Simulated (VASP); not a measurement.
SiNi3: single point with PBE

SiNi3:

```
Si Ni
1.0
     3.54200    0.00000    0.00000
     0.00000    3.54200    0.00000
     0.00000    0.00000    3.54200
Si Ni
1 3
Direct
  0.00000 0.00000 0.00000
  0.00000 0.50000 0.50000
  0.50000 0.00000 0.50000
  0.50000 0.50000 0.00000
```

```
Program                : VASP 6.6.1
Task                   : single point
Functional             : PBE
Potentials or basis    : VASP PAW PBE potentials, release 64 (Si, Ni)
Cutoff                 : 520 eV
k mesh                 : 12 × 12 × 12
Occupations            : gaussian, width 0.1 eV
Spin                   : no spin polarisation
Dipole correction      : no
Further INCAR settings : ALGO = Fast; EDIFF = 1e-06; NBANDS = 25
```

The pressure is -5.9 GPa. The band gap on the k mesh is zero (band 17 reaches 10.23 eV, above the bottom of band 18 at 10.00 eV).

Levels at points of the mesh, in eV from the Fermi level:
| k point | band 15 | band 16 | band 17 | band 18 | band 19 | band 20 |
| --- | --- | --- | --- | --- | --- | --- |
| (0.00, 0.00, 0.00) | -0.60 | -0.29 | 0.03 | 0.03 | 0.03 | 4.54 |
| (0.50, 0.00, 0.00) | -1.09 | -0.53 | 0.03 | 3.48 | 3.48 | 4.97 |
| (0.50, 0.50, 0.00) | -1.06 | -0.97 | -0.90 | 0.62 | 0.62 | 5.40 |
| (0.50, 0.50, 0.50) | -1.19 | -0.33 | -0.20 | -0.20 | -0.20 | 1.07 |

Run time: 2.6 min on 1 thread of AMD EPYC 7R43 64-Core Processor (Zen 3), on a shared host, peak memory 0.17 GiB.

Spin polarisation is off, so any magnetic state and its effect on volume and gap are missing.
